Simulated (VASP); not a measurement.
# Bi (Fm-3m) in VASP: further runs

The runs below take Bi through single point, with revPBE+D3(BJ).

Program: VASP 6.6.1. These are calculated values, not measurements. Logs are shortened: lines on timing, memory, paths and dates and some standing lists are left out, and cuts for length are marked.

**1. The cell of the first run**

The structure is cubic, space group Fm-3m (No. 225). The conventional cell has a = 4.919 Å, b = 4.919 Å, c = 4.919 Å, α = 90.00°, β = 90.00°, γ = 90.00°. Bi (site symmetry m-3m) has 12 Bi at 3.48 Å within 4.6 Å.

This isn't the form of Bi at room conditions, which is rhombohedral.

**2. Single point, revPBE+D3(BJ)**

Contents of INCAR:

```
SYSTEM = Bi
PREC = Accurate ; ENCUT = 500
EDIFF = 1E-6 ; ISMEAR = -1
SIGMA = 0.05 ; LREAL = .FALSE.
LASPH = .TRUE. ; NELM = 120
ALGO = Normal ; ISIF = 2
LWAVE = .FALSE. ; LCHARG = .FALSE.
GGA = RE ; IVDW = 12
NBANDS = 14 ; GGA_COMPAT = .FALSE.
```

Contents of KPOINTS:

```
regular mesh
0
G
  6 6 6
  0 0 0
```

Contents of POSCAR:

```
Bi
1.0
    0.0000000000      2.4597264313      2.4597264313
    2.4597264313      0.0000000000      2.4597264313
    2.4597264313      2.4597264313      0.0000000000
Bi
1
Direct
    0.0000000000      0.0000000000      0.0000000000
```

Potentials or basis: VASP PAW PBE potentials, release 64 (Bi_d).

Launch:

```bash
> cat potpaw_PBE.64/Bi_d/POTCAR > POTCAR
> mpirun -np 1 vasp_std > vasp.out
```

OUTCAR:

```text
SYSTEM = Bi
   PREC = Accurate
   ENCUT = 500
   EDIFF = 1E-6
   ISMEAR = -1
   LREAL = .FALSE.
   LASPH = .TRUE.
   NELM = 120
   ISIF = 2
   GGA = RE
   IVDW = 12
 IVDW          = 12

 ion  position               nearest neighbor table
   1  0.000  0.000  0.000-

  LATTYP: Found a face centered cubic cell.
 ALAT       =     4.9194528626

  Lattice vectors:

 A1 = (   0.0000000000,   2.4597264313,   2.4597264313)
 A2 = (   2.4597264313,   0.0000000000,   2.4597264313)
 A3 = (   2.4597264313,   2.4597264313,   0.0000000000)

Analysis of symmetry for initial positions (statically):
=====================================================================
 Subroutine PRICEL returns:
 Original cell was already a primitive cell.

 Routine SETGRP: Setting up the symmetry group for a
 face centered cubic supercell.

 Subroutine GETGRP returns: Found 48 space group operations
 (whereof 48 operations were pure point group operations)
 out of a pool of 48 trial point group operations.

The static configuration has the point symmetry O_h .

Analysis of symmetry for dynamics (positions and initial velocities):
=====================================================================
 Subroutine PRICEL returns:
 Original cell was already a primitive cell.

 Routine SETGRP: Setting up the symmetry group for a
 face centered cubic supercell.

 Subroutine GETGRP returns: Found 48 space group operations
 (whereof 48 operations were pure point group operations)
 out of a pool of 48 trial point group operations.

The dynamic configuration has the point symmetry O_h .

 Subroutine INISYM returns: Found 48 space group operations
 (whereof 48 operations are pure point group operations),
 and found     1 'primitive' translations

----------------------------------------------------------------------------------------

                                     Primitive cell

  volume of cell :      29.7639

  direct lattice vectors                    reciprocal lattice vectors
     0.000000000  2.459726431  2.459726431    -0.203274638  0.203274638  0.203274638
     2.459726431  0.000000000  2.459726431     0.203274638 -0.203274638  0.203274638
     2.459726431  2.459726431  0.000000000     0.203274638  0.203274638 -0.203274638

  length of vectors
     3.478578479  3.478578479  3.478578479     0.352082001  0.352082001  0.352082001

  position of ions in fractional coordinates (direct lattice)
     0.000000000  0.000000000  0.000000000

  ion indices of the primitive-cell ions
   primitive index   ion index
                 1           1

----------------------------------------------------------------------------------------

 KPOINTS: regular mesh

Automatic generation of k-mesh.
 Grid dimensions read from file:
 generate k-points for:    6    6    6

 Generating k-lattice:

  Cartesian coordinates                     Fractional coordinates (reciprocal lattice)
    -0.033879106  0.033879106  0.033879106     0.166666667  0.000000000  0.000000000
     0.033879106 -0.033879106  0.033879106     0.000000000  0.166666667  0.000000000
     0.033879106  0.033879106 -0.033879106     0.000000000  0.000000000  0.166666667

  Length of vectors
     0.058680333  0.058680333  0.058680333

  Shift w.r.t. Gamma in fractional coordinates (k-lattice)
     0.000000000  0.000000000  0.000000000

 Subroutine IBZKPT returns following result:
 ===========================================

 Found     16 irreducible k-points:

 Following reciprocal coordinates:
            Coordinates               Weight
  0.000000  0.000000  0.000000      1.000000
  0.166667  0.000000  0.000000      8.000000
  0.333333  0.000000  0.000000      8.000000
  0.500000  0.000000  0.000000      4.000000
  0.166667  0.166667  0.000000      6.000000
  0.333333  0.166667  0.000000     24.000000
[... 8 lines left out ...]
 -0.333333  0.333333  0.166667     24.000000
 -0.333333  0.500000  0.166667     12.000000
   k-points           NKPTS =     16   k-points in BZ     NKDIM =     16   number of bands    NBANDS=     14
   number of dos      NEDOS =    301   number of ions     NIONS =      1
   total plane-waves  NPLWV =  21952
   dimension x,y,z NGX =    28 NGY =   28 NGZ =   28
   dimension x,y,z NGXF=    56 NGYF=   56 NGZF=   56
   ions per type =               1
   NGX,Y,Z   is equivalent  to a cutoff of  13.38, 13.38, 13.38 a.u.
   NGXF,Y,Z  is equivalent  to a cutoff of  26.76, 26.76, 26.76 a.u.
 SYSTEM =  Bi
   PREC   = accura    normal or accurate (medium, high low for compatibility)
   ISTART =      0    job   : 0-new  1-cont  2-samecut
   ICHARG =      2    charge: 1-file 2-atom 10-const
   ISPIN  =      1    spin polarized calculation?
   LNONCOLLINEAR =      F non collinear calculations
   LSORBIT =      F    spin-orbit coupling
   LASPH  =      T    aspherical Exc in radial PAW
   ENCUT  =  500.0 eV  36.75 Ry    6.06 a.u.   6.34  6.34  6.34*2*pi/ulx,y,z
   NELM   =    120;   NELMIN=  2; NELMDL= -5     # of ELM steps
   EDIFF  = 0.1E-05   stopping-criterion for ELM
   LREAL  =      F    real-space projection
   EDIFFG = 0.1E-04   stopping-criterion for IOM
   NSW    =      0    number of steps for IOM
   IBRION =     -1    ionic relax: 0-MD 1-quasi-New 2-CG
   NFREE  =      0    steps in history (QN), initial steepest desc. (CG)
   ISIF   =      2    stress and relaxation
   ISYM   =      2    0-nonsym 1-usesym 2-fastsym
   POTIM  = 0.5000    time-step for ionic-motion
   TEBEG  =    0.0;   TEEND  =   0.0 temperature during run
   PSTRESS=    0.0 pullay stress
   NELECT =      15.0000    total number of electrons
   NUPDOWN=      -1.0000    fix difference up-down
   EMIN   =  10.00;   EMAX   =-10.00  energy-range for DOS
   EFERMI =   0.00;   METHOD = LEGACY
   ISMEAR =    -1;   SIGMA  =   0.05  broadening in eV -4-tet -1-fermi 0-gaus
   EFERMI_NEDOS =   21; number of points for ismear=-14 and -15
   IALGO  =     38    algorithm
   IMIX   =      4    mixing-type and parameters
     AMIX     =   0.40;   BMIX     =  1.00
     AMIX_MAG =   1.60;   BMIX_MAG =  1.00
  volume/ion in A,a.u.               =      29.76       200.86
  Fermi-wavevector in a.u.,A,eV,Ry     =   1.302792  2.461920 23.092722  1.697267
  Thomas-Fermi vector in A             =   2.433837
   LORBIT       =      0    0 simple, 1 ext, 2 COOP (PROOUT), +10 PAW based schemes
   GGA     = RE    functional components
   LHFCALC =     F    Hartree Fock is set to
   AEXX    =    0.0000 exact exchange contribution
   IVDW    =    12    specifies the selected vdW correction
   LEPSILON=     F    determine dielectric tensor
   LRPA    =     F    only Hartree local field effects (RPA)
 non-spin polarized calculation
  energy-cutoff  :      500.00
  volume of cell :       29.76
 maximum number of plane-waves:       769
 NGX is ok and might be reduce to    28
   NGX = 13   NGY = 13   NGZ = 13

 number of electron      15.0000001 magnetization

 Free energy of the ion-electron system (eV)
  ---------------------------------------------------
  ext. energy  EPLUGINS =         0.00000000
  ---------------------------------------------------
  free energy    TOTEN  =        -3.38779352 eV

  energy without entropy =       -3.37666651  energy(sigma->0) =       -3.38223002

 E-fermi :   8.9173     XC(G=0): -10.4563

 val. band max:        8.9097756797   @ k =  -0.3333   0.1667   0.0000
 cond. band min:       9.0148409221   @ k =   0.5000   0.5000   0.0000
 fundamental gap:      0.1050652424
 Fermi energy:         8.9172818742

 k-point     1 :       0.0000    0.0000    0.0000
  band No.  band energies     occupation
      1     -14.5348      2.00000
      2     -14.5348      2.00000
      3     -14.5348      2.00000
      4     -14.4533      2.00000
      5     -14.4533      2.00000
      6      -5.2691      2.00000
      7      13.9187      0.00000
      8      13.9187      0.00000
      9      13.9187      0.00000
     10      17.6521      0.00000
     11      18.0088      0.00000
     12      19.6760      0.00000
     13      19.6760      0.00000
     14      19.6760      0.00000

 k-point     2 :       0.1667    0.0000    0.0000
  band No.  band energies     occupation
      1     -14.5320      2.00000
      2     -14.5168      2.00000
      3     -14.5168      2.00000
      4     -14.4485      2.00000
      5     -14.4485      2.00000
      6      -4.7662      2.00000
      7      10.0107      0.00000
      8      13.3923      0.00000
      9      13.3923      0.00000
     10      16.6276      0.00000
     11      20.2074      0.00000
     12      20.3217      0.00000
     13      20.3284      0.00000
     14      20.3284      0.00000

 k-point     3 :       0.3333    0.0000    0.0000
  band No.  band energies     occupation
      1     -14.5289      2.00000
      2     -14.5182      2.00000
      3     -14.5182      2.00000
      4     -14.4006      2.00000
      5     -14.4006      2.00000
      6      -3.3688      2.00000
      7       5.4034      2.00000
      8      12.5703      0.00000
      9      12.5703      0.00000
     10      16.1723      0.00000
     11      18.1721      0.00000
     12      19.0626      0.00000
     13      19.0626      0.00000
     14      23.4544      0.00000
[... 188 lines left out ...]
 k-point    15 :      -0.3333    0.3333    0.1667
  band No.  band energies     occupation
      1     -14.5282      2.00000
      2     -14.5006      2.00000
      3     -14.4476      2.00000
      4     -14.4299      2.00000
      5     -14.3667      2.00000
      6      -1.2913      2.00000
      7       4.5638      2.00000
      8       6.9445      2.00000
      9       9.0581      0.11284
     10      16.6810      0.00000
     11      18.5563      0.00000
     12      21.4947      0.00000
     13      21.5876      0.00000
     14      24.9731      0.00000

 k-point    16 :      -0.3333    0.5000    0.1667
  band No.  band energies     occupation
      1     -14.5570      2.00000
      2     -14.5284      2.00000
      3     -14.4188      2.00000
      4     -14.4055      2.00000
      5     -14.3466      2.00000
      6      -0.8934      2.00000
      7       4.7499      2.00000
      8       6.9743      2.00000
      9       7.7055      2.00000
     10      15.9722      0.00000
     11      16.9877      0.00000
     12      22.2762      0.00000
     13      22.3708      0.00000
     14      27.3485      0.00000

------------------------ aborting loop because EDIFF is reached ----------------------------------------

 Edisp (eV)   -0.96497

 E8    (eV) :    -0.7098

  FORCE on cell =-STRESS in cart. coord.  units (eV):
  Direction    XX          YY          ZZ          XY          YZ          ZX
  --------------------------------------------------------------------------------------
  -------------------------------------------------------------------------------------
  Total      -0.07972    -0.07972    -0.07972    -0.00000    -0.00000     0.00000
  in kB      -4.29147    -4.29147    -4.29147    -0.00000    -0.00000     0.00000
  external pressure =       -4.29 kB  Pullay stress =        0.00 kB

 VOLUME and BASIS-vectors are now :
 -----------------------------------------------------------------------------
  energy-cutoff  :      500.00
  volume of cell :       29.76
      direct lattice vectors                 reciprocal lattice vectors
     0.000000000  2.459726431  2.459726431    -0.203274638  0.203274638  0.203274638
     2.459726431  0.000000000  2.459726431     0.203274638 -0.203274638  0.203274638
     2.459726431  2.459726431  0.000000000     0.203274638  0.203274638 -0.203274638

 POSITION                                       TOTAL-FORCE (eV/Angst)
 -----------------------------------------------------------------------------------
      0.00000      0.00000      0.00000         0.000000      0.000000      0.000000
 -----------------------------------------------------------------------------------
    total drift:                               -0.000000     -0.000000     -0.000000

  FREE ENERGIE OF THE ION-ELECTRON SYSTEM (eV)
  ---------------------------------------------------
  free  energy   TOTEN  =        -4.3527650071 eV

  energy  without entropy=       -4.3416379993  energy(sigma->0) =       -4.34720150
```

It took 5.5 s on 1 thread of AMD EPYC 7R13 (Zen 3), shared host; peak memory 0.13 GiB.

Results:

| Item | Value |
| --- | --- |
| Free energy | -4.3528 eV |
| Pressure | -0.4 GPa |
| Band gap on the k mesh | zero (an odd number of electrons rules out a gap without spin polarisation) |
| Dispersion energy per atom | -0.965 eV |

Levels at points of the mesh, in eV from the Fermi level:
| k point | band 5 | band 6 | band 7 | band 8 | band 9 | band 10 |
| --- | --- | --- | --- | --- | --- | --- |
| (0.00, 0.00, 0.00) | -23.37 | -14.19 | 5.00 | 5.00 | 5.00 | 8.73 |
| (0.50, 0.00, 0.00) | -23.29 | -11.08 | -5.84 | 3.30 | 3.30 | 7.36 |
| (0.50, 0.50, 0.00) | -23.26 | -9.87 | -4.99 | 0.10 | 0.10 | 3.80 |

Caveat: the k points lie up to 0.37 Å⁻¹ apart, too coarse for converged energies and pressures of a metal; three body term missing; the PAW data sets were made with another functional, which shifts forces and pressure a little; spin-orbit coupling is left out, which moves the levels of the heavy elements.

**3. Single point, revPBE+D3(BJ)**

This run uses another cell than the first one, of 35.15 Å³/atom.

Contents of INCAR:

```
PREC     = Accurate       # precision mode
ENCUT    = 500            # plane-wave cutoff, eV
EDIFF    = 1E-6           # SCF threshold, eV
ISMEAR   = -1             # smearing method
SIGMA    = 0.05           # smearing width, eV
LREAL    = False          # projectors in reciprocal space
LASPH    = True           # aspherical terms in the spheres
NELM     = 120            # most SCF steps
ALGO     = Normal         # electronic algorithm
ISIF     = 2              # what is computed and relaxed
LWAVE    = False          # write WAVECAR
LCHARG   = False          # write CHGCAR
GGA      = RE             # functional
IVDW     = 12             # dispersion correction
NBANDS   = 14             # bands
GGA_COMPAT= False
```

Contents of KPOINTS:

```
regular mesh
0
Gamma
  6 6 6
```

Contents of POSCAR:

```
Bi
1.0
    0.0000000000      2.6000000000      2.6000000000
    2.6000000000      0.0000000000      2.6000000000
    2.6000000000      2.6000000000      0.0000000000
Bi
1
Direct
    0.0000000000      0.0000000000      0.0000000000
```

Potentials or basis: VASP PAW PBE potentials, release 64 (Bi_d).

Launch:

```bash
> cat potpaw_PBE.64/Bi_d/POTCAR > POTCAR
> mpirun -np 1 vasp_std > vasp.out
```

OUTCAR:

```text
PREC = Accurate
   ENCUT = 500
   EDIFF = 1E-6
   ISMEAR = -1
   LREAL = False
   LASPH = True
   NELM = 120
   ISIF = 2
   GGA = RE
   IVDW = 12
 IVDW          = 12

 ion  position               nearest neighbor table
   1  0.000  0.000  0.000-

  LATTYP: Found a face centered cubic cell.
 ALAT       =     5.2000000000

  Lattice vectors:

 A1 = (   0.0000000000,   2.6000000000,   2.6000000000)
 A2 = (   2.6000000000,   0.0000000000,   2.6000000000)
 A3 = (   2.6000000000,   2.6000000000,   0.0000000000)

Analysis of symmetry for initial positions (statically):
=====================================================================
 Subroutine PRICEL returns:
 Original cell was already a primitive cell.

 Routine SETGRP: Setting up the symmetry group for a
 face centered cubic supercell.

 Subroutine GETGRP returns: Found 48 space group operations
 (whereof 48 operations were pure point group operations)
 out of a pool of 48 trial point group operations.

[... 155 lines left out ...]
 Fermi energy:         6.8599343930

 k-point     1 :       0.0000    0.0000    0.0000
  band No.  band energies     occupation
      1     -16.4556      2.00000
      2     -16.4556      2.00000
      3     -16.4556      2.00000
      4     -16.4121      2.00000
      5     -16.4121      2.00000
      6      -6.1876      2.00000
      7      10.8260      0.00000
      8      10.8260      0.00000
      9      10.8260      0.00000
     10      14.1379      0.00000
     11      15.7268      0.00000
     12      16.8402      0.00000
     13      16.8402      0.00000
     14      16.8402      0.00000
[... 241 lines left out ...]
      1     -16.4650      2.00000
      2     -16.4493      2.00000
      3     -16.3886      2.00000
      4     -16.3839      2.00000
      5     -16.3493      2.00000
      6      -3.0331      2.00000
      7       3.4311      2.00000
      8       5.3061      2.00000
      9       5.9816      2.00000
     10      13.3295      0.00000
     11      14.4894      0.00000
     12      19.0958      0.00000
     13      19.3914      0.00000
     14      24.0660      0.00000

------------------------ aborting loop because EDIFF is reached ----------------------------------------

 Edisp (eV)   -0.81795

 E8    (eV) :    -0.6024

  FORCE on cell =-STRESS in cart. coord.  units (eV):
  Direction    XX          YY          ZZ          XY          YZ          ZX
  --------------------------------------------------------------------------------------
  -------------------------------------------------------------------------------------
  Total      -1.59344    -1.59344    -1.59344     0.00000     0.00000    -0.00000
  in kB     -72.62682   -72.62682   -72.62682     0.00000     0.00000    -0.00000
  external pressure =      -72.63 kB  Pullay stress =        0.00 kB

 VOLUME and BASIS-vectors are now :
 -----------------------------------------------------------------------------
  energy-cutoff  :      500.00
  volume of cell :       35.15
      direct lattice vectors                 reciprocal lattice vectors
     0.000000000  2.600000000  2.600000000    -0.192307692  0.192307692  0.192307692
     2.600000000  0.000000000  2.600000000     0.192307692 -0.192307692  0.192307692
     2.600000000  2.600000000  0.000000000     0.192307692  0.192307692 -0.192307692

 POSITION                                       TOTAL-FORCE (eV/Angst)
 -----------------------------------------------------------------------------------
      0.00000      0.00000      0.00000         0.000000      0.000000      0.000000
 -----------------------------------------------------------------------------------
    total drift:                               -0.000000     -0.000000     -0.000000

  FREE ENERGIE OF THE ION-ELECTRON SYSTEM (eV)
  ---------------------------------------------------
  free  energy   TOTEN  =        -4.2043228557 eV

  energy  without entropy=       -4.1955455897  energy(sigma->0) =       -4.19993422
```

Wall time 5.6 s (1 thread of AMD EPYC 7R13 (Zen 3), shared host); peak memory 0.13 GiB.

What came out:

```yaml
Free_energy: -4.2043 eV
Pressure: -7.3 GPa
Band_gap_on_the_k_mesh: zero (an odd number of electrons rules out a gap without spin polarisation)
Dispersion_energy_per_atom: -0.818 eV
```

Caveat: three body term missing; the cell stands under tension; the PAW data sets were made with another functional, which shifts forces and pressure a little; spin-orbit coupling is left out, which moves the levels of the heavy elements.

**4. Single point, revPBE+D3(BJ)**

This run uses another cell than the first one, of 35.15 Å³/atom.

Contents of INCAR:

```
SYSTEM = Bi
ALGO = Normal
EDIFF = 1E-6
ENCUT = 500
GGA = RE
GGA_COMPAT = .FALSE.
ISIF = 2
ISMEAR = -1
IVDW = 12
LASPH = .TRUE.
LCHARG = .TRUE.
LELF = .TRUE.
LREAL = .FALSE.
LVHAR = .TRUE.
LWAVE = .FALSE.
NBANDS = 14
NELM = 120
PREC = Accurate
SIGMA = 0.05
```

Contents of KPOINTS:

```
k-points
0
G
  6 6 6
  0 0 0
```

POSCAR is that of step 3.

Launch:

```bash
> cat potpaw_PBE.64/Bi_d/POTCAR > POTCAR
> mpirun -np 1 vasp_std > vasp.out
```

Run time: 6.4 s. Hardware: 1 thread of AMD EPYC 7R13 (Zen 3), shared host; peak memory 0.13 GiB.

Results (log left out):

* Free energy: -4.2043 eV
* Pressure: -7.3 GPa
* Band gap on the k mesh: zero (an odd number of electrons rules out a gap without spin polarisation)
* Dispersion energy per atom: -0.818 eV

Levels at points of the mesh, in eV from the Fermi level:
| k point | band 4 | band 5 | band 6 | band 7 | band 8 | band 9 | band 10 | band 11 |
| --- | --- | --- | --- | --- | --- | --- | --- | --- |
| (0.00, 0.00, 0.00) | -23.27 | -23.27 | -13.05 | 3.97 | 3.97 | 3.97 | 7.28 | 8.87 |
| (0.50, 0.00, 0.00) | -23.22 | -23.22 | -10.78 | -4.82 | 2.65 | 2.65 | 6.42 | 8.40 |
| (0.50, 0.50, 0.00) | -23.21 | -23.21 | -9.93 | -4.12 | 0.13 | 0.13 | 3.75 | 4.92 |

Caveat: three body term missing; the cell stands under tension; the PAW data sets were made with another functional, which shifts forces and pressure a little; spin-orbit coupling is left out, which moves the levels of the heavy elements.
